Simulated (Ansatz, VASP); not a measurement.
One calculation of Ge, two programs

File INCAR:

```
SYSTEM = Ge
ALGO     = Normal         ! electronic algorithm
EDIFF    = 1E-7           ! SCF threshold, eV
ENCUT    = 520            ! plane-wave cutoff, eV
GGA      = PS             ! functional
ISIF     = 2              ! what is computed and relaxed
ISMEAR   = 0              ! smearing method
LASPH    = .TRUE.         ! aspherical terms in the spheres
LCHARG   = .TRUE.         ! write CHGCAR
LELF     = .TRUE.         ! ELF
LREAL    = .FALSE.        ! projectors in reciprocal space
LVHAR    = .TRUE.       
LWAVE    = .FALSE.        ! write WAVECAR
NBANDS   = 36             ! bands
NELM     = 60             ! most SCF steps
PREC     = Accurate       ! precision mode
SIGMA    = 0.15           ! smearing width, eV
```

KPOINTS

```
k-points
0
G
  12 12 8
  0 0 0
```

POSCAR

```
Ge
1.0
    3.9489349877      0.0000000000      0.0000000000
   -1.9744674938      3.4198780172      0.0000000000
    0.0000000000      0.0000000000      6.4993162329
Ge
4
Direct
    0.0000000000      0.0000000000      0.0711500000
    0.0000000000      0.0000000000      0.5711500000
    0.3333333333      0.6666666667      0.8211500000
    0.6666666667      0.3333333333      0.3211500000
```

Input for Ansatz:

```yaml
crystal:
  lattice:
    - [3.9489349877, 0.0, 0.0]
    - [-1.9744674938, 3.4198780172, 0.0]
    - [0.0, 0.0, 6.4993162329]
  atoms:
    - { symbol: Ge, position: [0.0, 0.0, 0.07115] }
    - { symbol: Ge, position: [0.0, 0.0, 0.57115] }
    - { symbol: Ge, position: [0.3333333333, 0.6666666667, 0.82115] }
    - { symbol: Ge, position: [0.6666666667, 0.3333333333, 0.32115] }
basis:
  ecutwfc: 420
kpoints:
  mp_grid: { grid: [12, 12, 8] }
hamiltonian:
  xc: pbesol
scf:
  occupations: { method: gaussian, width: 0.15 }
output:
  forces: true
  stress: true
  eigenvalues: true
```

Change from the starting cell: strain +0.040 along x and y, +0.040 along z, atoms carried along.

Alike in both runs: task single point; functional PBEsol; k mesh 12 × 12 × 8; occupations gaussian, width 0.15 eV; no spin polarisation.

|  | VASP | Ansatz |
| --- | --- | --- |
| version | VASP 6.6.1 | Ansatz 0.2.0 |
| potentials or method | VASP PAW PBE potentials, release 64 (Ge_d), cutoff 520 eV | scalar-relativistic, plane waves, PAW |
| valence electrons in the cell | 56 | 56 |

|  | VASP | Ansatz | Ansatz less VASP |
| --- | --- | --- | --- |
| gap on the k mesh at the Fermi level (eV) | none | none | - |
| pressure (GPa) | -6.6 | -6.6 | -0.01 |
| traceless stress, the component that is largest in VASP (GPa) | -1.18 | -1.19 | -0.008 |

VASP's potentials were made for PBE, not for PBEsol. A gap of «none» marks a metal or a gap that the smearing closes. The functional is the same, so the differences come from potentials, cutoffs and numerics.
